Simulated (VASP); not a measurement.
# Al (Pm-3m) in VASP: a series of runs

Runs on Al. Level: LDA. Tasks: single point.

Program: VASP 6.6.1. These are calculated values, not measurements. Logs are shortened: lines on timing, memory, paths and dates and some standing lists are left out, and cuts for length are marked.

### 1 The cell of the first run

Symmetry: Pm-3m, No. 221, cubic system. Conventional cell: a = 2.722 Å, b = 2.722 Å, c = 2.722 Å, α = 90.00°, β = 90.00°, γ = 90.00°. Within 3.6 Å of Al (site symmetry m-3m) lie 6 Al at 2.72 Å.

This isn't the form of Al at room conditions, which is fcc.

### 2 Single point, LDA

INCAR reads:

```
PREC     = Accurate       # precision mode
ENCUT    = 520            # plane-wave cutoff, eV
EDIFF    = 1E-6           # SCF threshold, eV
ISMEAR   = 1              # smearing method
SIGMA    = 0.05           # smearing width, eV
LREAL    = F              # projectors in reciprocal space
LASPH    = T              # aspherical terms in the spheres
NELM     = 80             # most SCF steps
ALGO     = Normal         # electronic algorithm
ISIF     = 2              # what is computed and relaxed
LWAVE    = F              # write WAVECAR
LCHARG   = F              # write CHGCAR
GGA      = CA             # functional
NBANDS   = 8              # bands
```

KPOINTS reads:

```
Automatic mesh
0
Gamma
  8 8 8
```

POSCAR reads:

```
Al
1.0
    2.7217600000      0.0000000000      0.0000000000
    0.0000000000      2.7217600000      0.0000000000
    0.0000000000      0.0000000000      2.7217600000
Al
1
Direct
    0.0000000000      0.0000000000      0.0000000000
```

Potentials or basis: VASP PAW LDA potentials, release 64 (Al).

Launch:

```console
> cat potpaw_LDA.64/Al/POTCAR > POTCAR
> mpirun -np 1 vasp_std > vasp.out
```

OUTCAR:

```text
PREC = Accurate
   ENCUT = 520
   EDIFF = 1E-6
   ISMEAR = 1
   LREAL = F
   LASPH = T
   NELM = 80
   ISIF = 2
   GGA = CA

 ion  position               nearest neighbor table
   1  0.000  0.000  0.000-

  LATTYP: Found a simple cubic cell.
 ALAT       =     2.7217600000

  Lattice vectors:

 A1 = (   2.7217600000,   0.0000000000,   0.0000000000)
 A2 = (   0.0000000000,   2.7217600000,   0.0000000000)
 A3 = (   0.0000000000,   0.0000000000,   2.7217600000)

Analysis of symmetry for initial positions (statically):
=====================================================================
 Subroutine PRICEL returns:
 Original cell was already a primitive cell.

 Routine SETGRP: Setting up the symmetry group for a
 simple cubic supercell.

 Subroutine GETGRP returns: Found 48 space group operations
 (whereof 48 operations were pure point group operations)
 out of a pool of 48 trial point group operations.

The static configuration has the point symmetry O_h .

Analysis of symmetry for dynamics (positions and initial velocities):
=====================================================================
 Subroutine PRICEL returns:
 Original cell was already a primitive cell.

 Routine SETGRP: Setting up the symmetry group for a
 simple cubic supercell.

 Subroutine GETGRP returns: Found 48 space group operations
 (whereof 48 operations were pure point group operations)
 out of a pool of 48 trial point group operations.

The dynamic configuration has the point symmetry O_h .

 Subroutine INISYM returns: Found 48 space group operations
 (whereof 48 operations are pure point group operations),
 and found     1 'primitive' translations

----------------------------------------------------------------------------------------

                                     Primitive cell

  volume of cell :      20.1627

  direct lattice vectors                    reciprocal lattice vectors
     2.721760000  0.000000000  0.000000000     0.367409323  0.000000000  0.000000000
     0.000000000  2.721760000  0.000000000     0.000000000  0.367409323  0.000000000
     0.000000000  0.000000000  2.721760000     0.000000000  0.000000000  0.367409323

  length of vectors
     2.721760000  2.721760000  2.721760000     0.367409323  0.367409323  0.367409323

  position of ions in fractional coordinates (direct lattice)
     0.000000000  0.000000000  0.000000000

  ion indices of the primitive-cell ions
   primitive index   ion index
                 1           1

----------------------------------------------------------------------------------------

 KPOINTS: Automatic mesh

Automatic generation of k-mesh.
 Grid dimensions read from file:
 generate k-points for:    8    8    8

 Generating k-lattice:

  Cartesian coordinates                     Fractional coordinates (reciprocal lattice)
     0.045926165  0.000000000  0.000000000     0.125000000  0.000000000  0.000000000
     0.000000000  0.045926165  0.000000000     0.000000000  0.125000000  0.000000000
     0.000000000  0.000000000  0.045926165     0.000000000  0.000000000  0.125000000

  Length of vectors
     0.045926165  0.045926165  0.045926165

  Shift w.r.t. Gamma in fractional coordinates (k-lattice)
     0.000000000  0.000000000  0.000000000

 Subroutine IBZKPT returns following result:
 ===========================================

 Found     35 irreducible k-points:

 Following reciprocal coordinates:
            Coordinates               Weight
  0.000000  0.000000  0.000000      1.000000
  0.125000  0.000000  0.000000      6.000000
  0.250000  0.000000  0.000000      6.000000
  0.375000  0.000000  0.000000      6.000000
  0.500000  0.000000  0.000000      3.000000
  0.125000  0.125000  0.000000     12.000000
[... 16 lines left out ...]
  0.375000  0.375000  0.125000     24.000000
  0.500000  0.375000  0.125000     24.000000
 [... further k-points ...]
   k-points           NKPTS =     35   k-points in BZ     NKDIM =     35   number of bands    NBANDS=      8
   number of dos      NEDOS =    301   number of ions     NIONS =      1
   total plane-waves  NPLWV =   8000
   dimension x,y,z NGX =    20 NGY =   20 NGZ =   20
   dimension x,y,z NGXF=    40 NGYF=   40 NGZF=   40
   ions per type =               1
   NGX,Y,Z   is equivalent  to a cutoff of  12.22, 12.22, 12.22 a.u.
   NGXF,Y,Z  is equivalent  to a cutoff of  24.43, 24.43, 24.43 a.u.
 SYSTEM =  unknown system
   PREC   = accura    normal or accurate (medium, high low for compatibility)
   ISTART =      0    job   : 0-new  1-cont  2-samecut
   ICHARG =      2    charge: 1-file 2-atom 10-const
   ISPIN  =      1    spin polarized calculation?
   LNONCOLLINEAR =      F non collinear calculations
   LSORBIT =      F    spin-orbit coupling
   LASPH  =      T    aspherical Exc in radial PAW
   ENCUT  =  520.0 eV  38.22 Ry    6.18 a.u.   5.06  5.06  5.06*2*pi/ulx,y,z
   NELM   =     80;   NELMIN=  2; NELMDL= -5     # of ELM steps
   EDIFF  = 0.1E-05   stopping-criterion for ELM
   LREAL  =      F    real-space projection
   EDIFFG = 0.1E-04   stopping-criterion for IOM
   NSW    =      0    number of steps for IOM
   IBRION =     -1    ionic relax: 0-MD 1-quasi-New 2-CG
   NFREE  =      0    steps in history (QN), initial steepest desc. (CG)
   ISIF   =      2    stress and relaxation
   ISYM   =      2    0-nonsym 1-usesym 2-fastsym
   POTIM  = 0.5000    time-step for ionic-motion
   TEBEG  =    0.0;   TEEND  =   0.0 temperature during run
   PSTRESS=    0.0 pullay stress
   NELECT =       3.0000    total number of electrons
   NUPDOWN=      -1.0000    fix difference up-down
   EMIN   =  10.00;   EMAX   =-10.00  energy-range for DOS
   EFERMI =   0.00;   METHOD = LEGACY
   ISMEAR =     1;   SIGMA  =   0.05  broadening in eV -4-tet -1-fermi 0-gaus
   EFERMI_NEDOS =   21; number of points for ismear=-14 and -15
   IALGO  =     38    algorithm
   IMIX   =      4    mixing-type and parameters
     AMIX     =   0.40;   BMIX     =  1.00
     AMIX_MAG =   1.60;   BMIX_MAG =  1.00
  volume/ion in A,a.u.               =      20.16       136.06
  Fermi-wavevector in a.u.,A,eV,Ry     =   0.867492  1.639322 10.238958  0.752542
  Thomas-Fermi vector in A             =   1.986034
   LORBIT       =      0    0 simple, 1 ext, 2 COOP (PROOUT), +10 PAW based schemes
   GGA     = CA    functional components
   LHFCALC =     F    Hartree Fock is set to
   AEXX    =    0.0000 exact exchange contribution
   IVDW    =     0    specifies the selected vdW correction
   LEPSILON=     F    determine dielectric tensor
   LRPA    =     F    only Hartree local field effects (RPA)
 non-spin polarized calculation
 Methfessel and Paxton  Order N= 1 SIGMA  =   0.05
  energy-cutoff  :      520.00
  volume of cell :       20.16
 maximum number of plane-waves:       554
   NGX = 11   NGY = 11   NGZ = 11

 number of electron       3.0000000 magnetization

 Free energy of the ion-electron system (eV)
  ---------------------------------------------------
  ext. energy  EPLUGINS =         0.00000000
  ---------------------------------------------------
  free energy    TOTEN  =        -3.81558973 eV

  energy without entropy =       -3.81558097  energy(sigma->0) =       -3.81558681

 E-fermi :   5.4683     XC(G=0):  -9.5544

 val. band max:        5.3837498737   @ k =   0.5000   0.5000   0.1250
 cond. band min:       5.4882612597   @ k =   0.3750   0.3750   0.0000
 fundamental gap:      0.1045113860
 Fermi energy:         5.4682536972

 k-point     1 :       0.0000    0.0000    0.0000
  band No.  band energies     occupation
      1      -4.0647      2.00000
      2      13.4642      0.00000
      3      13.4642      0.00000
      4      14.4936      0.00000
      5      14.4936      0.00000
      6      14.4936      0.00000
      7      20.7602      0.00000
      8      29.1525      0.00000

 k-point     2 :       0.1250    0.0000    0.0000
  band No.  band energies     occupation
      1      -3.7575      2.00000
      2      10.2190      0.00000
      3      13.7190      0.00000
      4      14.7505      0.00000
      5      14.7505      0.00000
      6      17.1081      0.00000
      7      22.0553      0.00000
      8      27.1643      0.00000

 k-point     3 :       0.2500    0.0000    0.0000
  band No.  band energies     occupation
      1      -2.8426      2.00000
      2       6.6770      0.00000
      3      14.4395      0.00000
      4      15.5166      0.00000
      5      15.5166      0.00000
      6      19.0138      0.00000
      7      24.0683      0.00000
      8      24.0683      0.00000

 k-point     4 :       0.3750    0.0000    0.0000
  band No.  band energies     occupation
      1      -1.3499      2.00000
      2       3.5567      2.00000
      3      15.4168      0.00000
      4      16.7570      0.00000
      5      16.7570      0.00000
      6      20.6509      0.00000
      7      21.3017      0.00000
      8      21.3017      0.00000

 k-point     5 :       0.5000    0.0000    0.0000
  band No.  band energies     occupation
      1       0.2410      2.00000
      2       1.4171      2.00000
      3      15.9762      0.00000
      4      17.9198      0.00000
      5      17.9198      0.00000
      6      19.6190      0.00000
      7      19.6190      0.00000
      8      21.7334      0.00000
[... 177 lines left out ...]
 k-point    22 :       0.5000    0.2500    0.1250
  band No.  band energies     occupation
      1       1.7637      2.00000
      2       2.8210      2.00000
      3      10.6281      0.00000
      4      12.7717      0.00000
      5      16.2080      0.00000
      6      17.3225      0.00000
      7      24.0096      0.00000
      8      24.2469      0.00000

 k-point    23 :       0.3750    0.3750    0.1250
  band No.  band energies     occupation
      1       1.6259      2.00000
      2       5.7606     -0.00000
      3       7.0906      0.00000
      4      11.4376      0.00000
      5      16.0556      0.00000
      6      19.8405      0.00000
      7      21.1471      0.00000
      8      24.7413      0.00000

 k-point    24 :       0.5000    0.3750    0.1250
  band No.  band energies     occupation
      1       3.2547      2.00000
      2       4.1343      2.00000
      3       7.8035      0.00000
      4       9.6787      0.00000
      5      17.3642      0.00000
      6      18.4878      0.00000
      7      21.4616      0.00000
      8      25.0249      0.00000

 [... further k-points ...]

------------------------ aborting loop because EDIFF is reached ----------------------------------------

  FORCE on cell =-STRESS in cart. coord.  units (eV):
  Direction    XX          YY          ZZ          XY          YZ          ZX
  --------------------------------------------------------------------------------------
  -------------------------------------------------------------------------------------
  Total       -0.3040857     -0.3040857     -0.3040857     -0.0000000     -0.0000000      0.0000000
  in kB      -24.1633439    -24.1633439    -24.1633439     -0.0000000     -0.0000000      0.0000000
  external PRESSURE =     -24.1633439 kB  Pullay stress =       0.0000000 kB

 VOLUME and BASIS-vectors are now :
 -----------------------------------------------------------------------------
  energy-cutoff  :      520.00
  volume of cell :       20.16
      direct lattice vectors                 reciprocal lattice vectors
     2.721760000  0.000000000  0.000000000     0.367409323  0.000000000  0.000000000
     0.000000000  2.721760000  0.000000000     0.000000000  0.367409323  0.000000000
     0.000000000  0.000000000  2.721760000     0.000000000  0.000000000  0.367409323

 POSITION                                       TOTAL-FORCE (eV/Angst)
 -----------------------------------------------------------------------------------
      0.00000      0.00000      0.00000         0.000000      0.000000      0.000000
 -----------------------------------------------------------------------------------
    total drift:                                0.000000      0.000000      0.000000

  FREE ENERGIE OF THE ION-ELECTRON SYSTEM (eV)
  ---------------------------------------------------
  free  energy   TOTEN  =        -3.8155897259 eV

  energy  without entropy=       -3.8155809742  energy(sigma->0) =       -3.81558681
```

It took 4.6 s on 1 thread of Intel Xeon 8259CL, shared host; peak memory 0.11 GiB.

Results:

```
Free energy            : -3.8156 eV
Pressure               : -2.4 GPa
Band gap on the k mesh : zero (an odd number of electrons rules out a gap without spin polarisation)
```

### 3 Single point, LDA

INCAR reads:

```
SYSTEM = Al
  ALGO = Normal
  EDIFF = 1E-7
  ENCUT = 520
  ISIF = 2
  ISMEAR = 1
  LASPH = .TRUE.
  LCHARG = .FALSE.
  LREAL = .FALSE.
  LWAVE = .FALSE.
  NBANDS = 8
  NELM = 60
  PREC = Accurate
  SIGMA = 0.025
```

KPOINTS reads:

```
k-points
0
G
  8 8 8
  0 0 0
```

POSCAR is that of step 2.

Potentials or basis: VASP PAW LDA potentials, release 64 (Al).

Launch:

```console
> cat potpaw_LDA.64/Al/POTCAR > POTCAR
> mpirun -np 1 vasp_std > vasp.out
```

OUTCAR:

```text
SYSTEM = Al
   EDIFF = 1E-7
   ENCUT = 520
   ISIF = 2
   ISMEAR = 1
   LASPH = .TRUE.
   LREAL = .FALSE.
   NELM = 60
   PREC = Accurate

 ion  position               nearest neighbor table
   1  0.000  0.000  0.000-

  LATTYP: Found a simple cubic cell.
 ALAT       =     2.7217600000

  Lattice vectors:

 A1 = (   2.7217600000,   0.0000000000,   0.0000000000)
 A2 = (   0.0000000000,   2.7217600000,   0.0000000000)
 A3 = (   0.0000000000,   0.0000000000,   2.7217600000)

Analysis of symmetry for initial positions (statically):
=====================================================================
 Subroutine PRICEL returns:
 Original cell was already a primitive cell.

 Routine SETGRP: Setting up the symmetry group for a
 simple cubic supercell.

 Subroutine GETGRP returns: Found 48 space group operations
 (whereof 48 operations were pure point group operations)
 out of a pool of 48 trial point group operations.

The static configuration has the point symmetry O_h .

Analysis of symmetry for dynamics (positions and initial velocities):
=====================================================================
 Subroutine PRICEL returns:
[... 160 lines left out ...]
 Fermi energy:         5.4774620593

 k-point     1 :       0.0000    0.0000    0.0000
  band No.  band energies     occupation
      1      -4.0647      2.00000
      2      13.4642      0.00000
      3      13.4642      0.00000
      4      14.4936      0.00000
      5      14.4936      0.00000
      6      14.4936      0.00000
      7      20.7602      0.00000
      8      29.1526      0.00000
[... 243 lines left out ...]
 k-point    24 :       0.5000    0.3750    0.1250
  band No.  band energies     occupation
      1       3.2548      2.00000
      2       4.1344      2.00000
      3       7.8036      0.00000
      4       9.6787      0.00000
      5      17.3642      0.00000
      6      18.4878      0.00000
      7      21.4617      0.00000
      8      25.0249      0.00000

 [... further k-points ...]

------------------------ aborting loop because EDIFF is reached ----------------------------------------

  FORCE on cell =-STRESS in cart. coord.  units (eV):
  Direction    XX          YY          ZZ          XY          YZ          ZX
  --------------------------------------------------------------------------------------
  -------------------------------------------------------------------------------------
  Total       -0.3031271     -0.3031271     -0.3031271      0.0000000      0.0000000     -0.0000000
  in kB      -24.0871739    -24.0871739    -24.0871739      0.0000000      0.0000000     -0.0000000
  external PRESSURE =     -24.0871739 kB  Pullay stress =       0.0000000 kB

 VOLUME and BASIS-vectors are now :
 -----------------------------------------------------------------------------
  energy-cutoff  :      520.00
  volume of cell :       20.16
      direct lattice vectors                 reciprocal lattice vectors
     2.721760000  0.000000000  0.000000000     0.367409323  0.000000000  0.000000000
     0.000000000  2.721760000  0.000000000     0.000000000  0.367409323  0.000000000
     0.000000000  0.000000000  2.721760000     0.000000000  0.000000000  0.367409323

 POSITION                                       TOTAL-FORCE (eV/Angst)
 -----------------------------------------------------------------------------------
      0.00000      0.00000      0.00000         0.000000      0.000000      0.000000
 -----------------------------------------------------------------------------------
    total drift:                               -0.000000      0.000000      0.000000

  FREE ENERGIE OF THE ION-ELECTRON SYSTEM (eV)
  ---------------------------------------------------
  free  energy   TOTEN  =        -3.8155439703 eV

  energy  without entropy=       -3.8154640245  energy(sigma->0) =       -3.81551732
```

Wall time 5 s (1 thread of Intel Xeon 8259CL, shared host); peak memory 0.11 GiB.

Results:

```yaml
Free_energy: -3.8155 eV
Pressure: -2.4 GPa
Band_gap_on_the_k_mesh: zero (an odd number of electrons rules out a gap without spin polarisation)
```
